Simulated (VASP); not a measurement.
# NaH in VASP: further runs, part 2 of 2

VASP 6.6.1. The steps go on from the part before.

## 3. Single point, r2SCAN (epitaxial 111 strain -3.2%)

The input, POSCAR:

```
NaH
1.0
    0.0825882941      2.5953691131      2.5953691131
    2.5953691131      0.0825882941      2.5953691131
    2.5953691131      2.5953691131      0.0825882941
Na H
1 1
Direct
    0.0032674252      0.0032674252      0.0032674252
    0.2467325748      0.2467325748      0.2467325748
```

The input, INCAR.step1:

```
SYSTEM = NaH
PREC     = Accurate       ! precision mode
ENCUT    = 520            ! plane-wave cutoff, eV
ISMEAR   = 0              ! smearing method
SIGMA    = 0.01           ! smearing width, eV
LREAL    = .False.        ! projectors in reciprocal space
LASPH    = .True.         ! aspherical terms in the spheres
NELM     = 100            ! most SCF steps
NBANDS   = 11             ! bands
GGA      = PE             ! functional
ALGO     = Normal         ! electronic algorithm
EDIFF    = 1E-4           ! SCF threshold, eV
LWAVE    = .True.         ! write WAVECAR
LCHARG   = .False.        ! write CHGCAR
```

The input, INCAR.step2:

```
SYSTEM = NaH
PREC     = Accurate       ! precision mode
ENCUT    = 520            ! plane-wave cutoff, eV
EDIFF    = 1E-6           ! SCF threshold, eV
ISMEAR   = 0              ! smearing method
SIGMA    = 0.01           ! smearing width, eV
LREAL    = .False.        ! projectors in reciprocal space
LASPH    = .True.         ! aspherical terms in the spheres
NELM     = 100            ! most SCF steps
ALGO     = Normal         ! electronic algorithm
ISIF     = 2              ! what is computed and relaxed
LWAVE    = .False.        ! write WAVECAR
LCHARG   = .False.        ! write CHGCAR
METAGGA  = R2SCAN         ! meta-GGA
LMIXTAU  = .True.       
NBANDS   = 11             ! bands
ISTART   = 1
```

The input, KPOINTS:

```
regular mesh
0
Gamma
  8 8 8
  0 0 0
```

Potentials or basis: VASP PAW PBE potentials, release 64 (Na_pv, H).

The run is started by

```
$ cat potpaw_PBE.64/Na_pv/POTCAR potpaw_PBE.64/H/POTCAR > POTCAR
$ cp INCAR.step1 INCAR
$ mpirun -np 1 vasp_std > vasp.out
$ cp INCAR.step2 INCAR
$ mpirun -np 1 vasp_std > vasp.out
```

OUTCAR:

```text
SYSTEM = NaH
   PREC = Accurate
   ENCUT = 520
   EDIFF = 1E-6
   ISMEAR = 0
   LREAL = .False.
   LASPH = .True.
   NELM = 100
   ISIF = 2
   METAGGA = R2SCAN
   ISTART = 1

 ion  position               nearest neighbor table
   1  0.003  0.003  0.003-
   2  0.247  0.247  0.247-

  LATTYP: Found a trigonal (rhomboedric) cell.
 ALAT       =     3.6713352466
 COS(alpha) =     0.5315522805

  Lattice vectors:

 A1 = (   0.0825882941,   2.5953691131,   2.5953691131)
 A2 = (   2.5953691131,   0.0825882941,   2.5953691131)
 A3 = (   2.5953691131,   2.5953691131,   0.0825882941)

Analysis of symmetry for initial positions (statically):
=====================================================================
 Subroutine PRICEL returns:
 Original cell was already a primitive cell.

 Routine SETGRP: Setting up the symmetry group for a
 trigonal (rhombohedral) supercell.

 Subroutine GETGRP returns: Found  6 space group operations
 (whereof  6 operations were pure point group operations)
 out of a pool of 12 trial point group operations.

The static configuration has the point symmetry C_3v.

Analysis of symmetry for dynamics (positions and initial velocities):
=====================================================================
 Subroutine PRICEL returns:
 Original cell was already a primitive cell.

 Routine SETGRP: Setting up the symmetry group for a
 trigonal (rhombohedral) supercell.

 Subroutine GETGRP returns: Found  6 space group operations
 (whereof  6 operations were pure point group operations)
 out of a pool of 12 trial point group operations.

The dynamic configuration has the point symmetry C_3v.

 Subroutine INISYM returns: Found  6 space group operations
 (whereof  6 operations are pure point group operations),
 and found     1 'primitive' translations

----------------------------------------------------------------------------------------
[... 118 lines left out ...]
   METAGGA = R2SCAN    functional components
   LHFCALC =     F    Hartree Fock is set to
   AEXX    =    0.0000 exact exchange contribution
   IVDW    =     0    specifies the selected vdW correction
   LEPSILON=     F    determine dielectric tensor
   LRPA    =     F    only Hartree local field effects (RPA)
 non-spin polarized calculation
 Gauss-broadening in eV      SIGMA  =   0.01
  energy-cutoff  :      520.00
  volume of cell :       33.30
 maximum number of plane-waves:       918
   NGX = 13   NGY = 13   NGZ = 13

 number of electron       7.9999996 magnetization

 Free energy of the ion-electron system (eV)
  ---------------------------------------------------
  ext. energy  EPLUGINS =         0.00000000
  ---------------------------------------------------
  free energy    TOTEN  =        -7.45141799 eV

  energy without entropy =       -7.45141799  energy(sigma->0) =       -7.45141799

 E-fermi :  -1.9296     XC(G=0):  -7.3841

 val. band max:       -2.0666775502   @ k =  -0.2500   0.5000   0.2500
 cond. band min:       1.7980740562   @ k =   0.5000   0.5000   0.5000
 fundamental gap:      3.8647516064
 Fermi energy:        -1.9296455915

 k-point     1 :       0.0000    0.0000    0.0000
  band No.  band energies     occupation
      1     -24.7721      2.00000
      2     -24.7721      2.00000
      3     -24.7662      2.00000
      4      -5.0001      2.00000
      5       7.0337      0.00000
      6      11.3927      0.00000
      7      12.3873      0.00000
      8      12.3873      0.00000
      9      14.8331      0.00000
     10      15.9416      0.00000
     11      15.9416      0.00000
[... 309 lines left out ...]
 k-point    24 :       0.3750    0.1250    0.1250
  band No.  band energies     occupation
      1     -24.8055      2.00000
      2     -24.7780      2.00000
      3     -24.7771      2.00000
      4      -3.6941      2.00000
      5       3.9825      0.00000
      6       8.2275      0.00000
      7      11.8761      0.00000
      8      12.2294      0.00000
      9      14.1726      0.00000
     10      14.3608      0.00000
     11      17.7076      0.00000

 [... further k-points ...]

------------------------ aborting loop because EDIFF is reached ----------------------------------------

  FORCE on cell =-STRESS in cart. coord.  units (eV):
  Direction    XX          YY          ZZ          XY          YZ          ZX
  --------------------------------------------------------------------------------------
  -------------------------------------------------------------------------------------
  Total        0.1838593      0.1838593      0.1838593     -0.0999451     -0.0999451     -0.0999451
  in kB        8.8471265      8.8471265      8.8471265     -4.8092599     -4.8092599     -4.8092599
  external PRESSURE =       8.8471265 kB  Pullay stress =       0.0000000 kB

 VOLUME and BASIS-vectors are now :
 -----------------------------------------------------------------------------
  energy-cutoff  :      520.00
  volume of cell :       33.30
      direct lattice vectors                 reciprocal lattice vectors
     0.082588294  2.595369113  2.595369113    -0.202099107  0.195866364  0.195866364
     2.595369113  0.082588294  2.595369113     0.195866364 -0.202099107  0.195866364
     2.595369113  2.595369113  0.082588294     0.195866364  0.195866364 -0.202099107

 POSITION                                       TOTAL-FORCE (eV/Angst)
 -----------------------------------------------------------------------------------
      0.01723      0.01723      0.01723        -0.003304     -0.003304     -0.003304
      1.30110      1.30110      1.30110         0.003304      0.003304      0.003304
 -----------------------------------------------------------------------------------
    total drift:                               -0.002958     -0.002958     -0.002957

  FREE ENERGIE OF THE ION-ELECTRON SYSTEM (eV)
  ---------------------------------------------------
  free  energy   TOTEN  =        -7.4514179895 eV

  energy  without entropy=       -7.4514179895  energy(sigma->0) =       -7.45141799
```

It took 55 s on 1 thread of Intel Xeon Platinum 8375C at 2.90GHz (Ice Lake), shared host; peak memory 0.17 GiB.

What came out:

- Free energy: -7.4514 eV
- Pressure: 0.9 GPa
- Largest force: 0.006 eV/Å
- Band gap on the k mesh: 3.86 eV (least direct gap 4.76 eV)

Forces on the atoms (eV/Å):
```
Na  -0.003 -0.003 -0.003
H    0.003  0.003  0.003
```

Stress tensor (GPa, compression positive):
```
 0.88 -0.48 -0.48
-0.48  0.88 -0.48
-0.48 -0.48  0.88
```

Levels at points of the mesh, in eV from the valence-band top:
| k point | band 2 | band 3 | band 4 | band 5 | band 6 | band 7 |
| --- | --- | --- | --- | --- | --- | --- |
| (0.00, 0.00, 0.00) | -22.71 | -22.70 | -2.93 | 9.10 | 13.46 | 14.45 |
| (0.50, 0.00, 0.00) | -22.71 | -22.71 | -0.67 | 4.17 | 11.80 | 13.08 |
| (0.50, 0.50, 0.00) | -22.72 | -22.72 | -0.08 | 5.63 | 8.04 | 10.28 |
| (0.50, 0.50, 0.50) | -22.71 | -22.71 | -0.89 | 3.86 | 12.09 | 13.85 |

Caveat: the cell differs from its parent crystal (epitaxial 111 strain -3.2%); the structure was generated, so it needn't be the stable form of NaH; the PAW data sets were made with another functional, which shifts forces and pressure a little.

## 4. Single point, HSE06 (epitaxial 111 strain -3.2%)

POSCAR is that of step 3.

The input, INCAR.step1:

```
ALGO     = Normal         # electronic algorithm
EDIFF    = 1E-5           # SCF threshold, eV
ENCUT    = 520            # plane-wave cutoff, eV
GGA      = PE             # functional
ISIF     = 2              # what is computed and relaxed
ISMEAR   = 0              # smearing method
LASPH    = True           # aspherical terms in the spheres
LCHARG   = False          # write CHGCAR
LREAL    = False          # projectors in reciprocal space
LWAVE    = True           # write WAVECAR
NBANDS   = 11             # bands
NELM     = 100            # most SCF steps
PREC     = Accurate       # precision mode
SIGMA    = 0.01           # smearing width, eV
```

The input, INCAR.step2:

```
ALGO     = Normal         # electronic algorithm
EDIFF    = 1E-6           # SCF threshold, eV
ENCUT    = 520            # plane-wave cutoff, eV
GGA      = PE             # functional
HFSCREEN = 0.2079         # screening, 1/A
ISIF     = 2              # what is computed and relaxed
ISMEAR   = 0              # smearing method
ISTART   = 1            
LASPH    = True           # aspherical terms in the spheres
LCHARG   = False          # write CHGCAR
LHFCALC  = True           # exact exchange
LREAL    = False          # projectors in reciprocal space
LWAVE    = False          # write WAVECAR
NBANDS   = 11             # bands
NELM     = 100            # most SCF steps
PREC     = Accurate       # precision mode
PRECFOCK = Normal       
SIGMA    = 0.01           # smearing width, eV
```

The input, KPOINTS:

```
k-points
0
Gamma
  6 6 6
```

The run is started by

```
$ cat potpaw_PBE.64/Na_pv/POTCAR potpaw_PBE.64/H/POTCAR > POTCAR
$ cp INCAR.step1 INCAR
$ mpirun -np 1 vasp_std > vasp.out
$ cp INCAR.step2 INCAR
$ mpirun -np 1 vasp_std > vasp.out
```

Wall time 13 min (1 thread of Intel Xeon Platinum 8375C at 2.90GHz (Ice Lake), shared host); peak memory 0.27 GiB.

It converged, with:

```
Free energy            : -5.6427 eV
Pressure               : 1.0 GPa
Largest force          : 0.003 eV/Å
Band gap on the k mesh : 4.45 eV (least direct gap 5.41 eV)
```

Forces on the atoms (eV/Å):
```
Na  -0.002 -0.002 -0.002
H    0.002  0.002  0.002
```

Stress tensor (GPa, compression positive):
```
 1.03 -0.48 -0.48
-0.48  1.03 -0.48
-0.48 -0.48  1.03
```

Levels at points of the mesh, in eV from the valence-band top:
| k point | band 2 | band 3 | band 4 | band 5 | band 6 | band 7 |
| --- | --- | --- | --- | --- | --- | --- |
| (0.00, 0.00, 0.00) | -24.16 | -24.15 | -3.19 | 9.82 | 14.41 | 15.42 |
| (0.50, 0.00, 0.00) | -24.17 | -24.16 | -0.72 | 4.76 | 12.31 | 13.92 |
| (0.50, 0.50, 0.00) | -24.18 | -24.17 | -0.07 | 6.21 | 8.76 | 10.95 |
| (0.50, 0.50, 0.50) | -24.16 | -24.16 | -0.96 | 4.45 | 12.61 | 14.71 |

Caveat: the cell differs from its parent crystal (epitaxial 111 strain -3.2%); the structure was generated, so it needn't be the stable form of NaH; the PAW data sets were made with another functional, which shifts forces and pressure a little.

## 5. The runs side by side

| level | cell | k mesh | grid for exact exchange (PRECFOCK) | share of exact exchange | screening parameter | gap on the mesh (eV) | pressure (GPa) |
| --- | --- | --- | --- | --- | --- | --- | --- |
| r2SCAN | a = 3.664, b = 3.664, c = 3.673 Å, angles 59.9, 59.9, 60.2°, 2 atoms, uniaxial z strain -0.5% | 8 × 8 × 8 | - | - | - | 4.05 | -0.1 |
| r2SCAN | a = 3.671 Å, angles 57.9°, 2 atoms, epitaxial 111 strain -3.2% | 8 × 8 × 8 | - | - | - | 3.86 | 0.9 |
| HSE06 | a = 3.671 Å, angles 57.9°, 2 atoms, epitaxial 111 strain -3.2% | 6 × 6 × 6 | Normal | 0.25 | 0.2079 1/Å | 4.45 | 1.0 |

Alike in all rows: task single point; potentials or basis VASP PAW PBE potentials, release 64 (Na_pv, H); no spin polarisation; cutoff (eV) 520; smearing gaussian 0.01 eV.

Caveats: the structure was generated, so it needn't be the stable form of NaH; the PAW data sets were made with another functional, which shifts forces and pressure a little.

Absolute energies hang on the potentials; compare differences alone.
